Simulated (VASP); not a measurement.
BaTiO3:

```
CELL_PARAMETERS angstrom
4.00730 0.00000 0.00000
0.00000 4.00730 0.00000
0.00000 0.00000 4.00730
ATOMIC_POSITIONS crystal
Ba 0.50903 0.45529 0.50668
Ti 0.94374 0.06998 0.95431
O 0.52053 0.00683 0.05543
O 0.01265 0.49197 0.05272
O 0.01405 0.97593 0.43085
```

Base run:

- Program: VASP 6.6.1
- Functional: BLYP
- Potentials or basis: VASP PAW PBE potentials, release 64 (Ba_sv, Ti_sv, O)
- Cutoff: 520 eV
- k mesh: 7 × 7 × 7
- Occupations: fermi-dirac, width 0.05 eV
- Spin: no spin polarisation

Its results: band gap on the k mesh 2.74 eV, indirect (least direct gap 2.90 eV); pressure 19.9 GPa; largest force 4.710 eV/Å.

Task: The run is repeated on the same cell with these changes: functional from BLYP to PBEsol. What comes out?

Result: Band gap on the k mesh 2.74 eV, indirect (least direct gap 2.91 eV); pressure 7.8 GPa; largest force 4.376 eV/Å.

PBEsol binds more tightly than BLYP, so the same cell stands under less pressure.

Caveats: the PAW data sets were made with another functional, which shifts forces and pressure a little; spin-orbit coupling is left out, which moves the levels of the heavy elements.

A k mesh can miss the band edges.
